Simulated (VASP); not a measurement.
Wanted: the native input for a VASP 6.6.1 run.

```yaml
Task: single point
Functional: PBE
Potentials_or_basis: VASP PAW PBE potentials, release 64 (Au)
Cutoff: 520 eV
k_mesh: 15 × 15 × 15
Occupations: fermi-dirac, width 0.05 eV
Spin: non-collinear spin, zero start, spin-orbit coupling
Starting_moments: "[[0.0, 0.0, 0.0]] μB"
Dipole_correction: no
Further_INCAR_settings: ALGO = Normal; EDIFF = 1e-06; NBANDS = 22
```

The structure of Au lies in POSCAR:

```
Au
1.0
    2.7379017552      0.0000000000      0.0000000000
    0.0000000000      2.7379017552      0.0000000000
    0.0000000000      0.0000000000      2.7379017552
Au
1
Direct
    0.0000000000      0.0000000000      0.0000000000
```

This isn't the form of Au at room conditions, which is fcc.

One way to write it, as run:

INCAR

```
SYSTEM = Au
PREC     = Accurate       ! precision mode
ENCUT    = 520            ! plane-wave cutoff, eV
EDIFF    = 1E-6           ! SCF threshold, eV
ISMEAR   = -1             ! smearing method
SIGMA    = 0.05           ! smearing width, eV
LREAL    = .FALSE.        ! projectors in reciprocal space
LASPH    = .TRUE.         ! aspherical terms in the spheres
NELM     = 150            ! most SCF steps
ALGO     = Normal         ! electronic algorithm
ISIF     = 2              ! what is computed and relaxed
LWAVE    = .FALSE.        ! write WAVECAR
LCHARG   = .FALSE.        ! write CHGCAR
MAGMOM   = 0 0 0          ! initial moments
LORBIT   = 11             ! projections on sites
LSORBIT  = .TRUE.         ! spin-orbit coupling
GGA_COMPAT= .FALSE.      
LORBMOM  = .TRUE.       
LMAXMIX  = 4              ! l up to which the mixer works
GGA      = PE             ! functional
NBANDS   = 22             ! bands
```

KPOINTS

```
Automatic mesh
0
G
  15 15 15
  0 0 0
```

Potentials or basis: VASP PAW PBE potentials, release 64 (Au).

Command:

```bash
$ cat potpaw_PBE.64/Au/POTCAR > POTCAR
$ mpirun -np 1 vasp_ncl > vasp.out
```

Results of the run:

The pressure is 0.0 GPa and the net moment is 0.00 μB per cell. The valence electrons inside the program's atomic spheres are Au 9.63.

It took 29 s on 1 thread of Intel(R) Xeon(R) 6975P-C (Granite Rapids), with other jobs on the host, peak memory 0.21 GiB.
